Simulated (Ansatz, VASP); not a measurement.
Two plane-wave programs on Pt

```
CELL_PARAMETERS angstrom
-1.64759 1.64759 1.58422
1.64759 -1.64759 1.58422
1.64759 1.64759 -1.58422
ATOMIC_POSITIONS crystal
Pt 0.00000 0.00000 0.00000
```

Change from the starting cell: strain +0.040 along x and y, +0.000 along z, atoms carried along.

Alike in both runs: task single point; functional PBE; k mesh 22 × 22 × 22; occupations gaussian, width 0.15 eV; no spin polarisation.

|  | VASP | Ansatz |
| --- | --- | --- |
| version | VASP 6.6.1 | Ansatz 0.2.0 |
| potentials or method | VASP PAW PBE potentials, release 64 (Pt), cutoff 520 eV | scalar-relativistic, plane waves, PAW |
| valence electrons in the cell | 10 | 18 |

VASP gave:

- gap on the k mesh at the Fermi level (eV): none
- pressure (GPa): -16.1
- traceless stress, the component that is largest in VASP (GPa): -1.97

Question: Which values does Ansatz return?

Answer: gap on the k mesh at the Fermi level (eV): none; pressure (GPa): -15.8; traceless stress, the component that is largest in VASP (GPa): -1.99.

A gap of «none» marks a metal or a gap that the smearing closes. VASP's potentials hold 10 valence electrons a cell and Ansatz's 18, so a difference there can come from the potentials and not from the codes.

Spin-orbit coupling is off throughout.
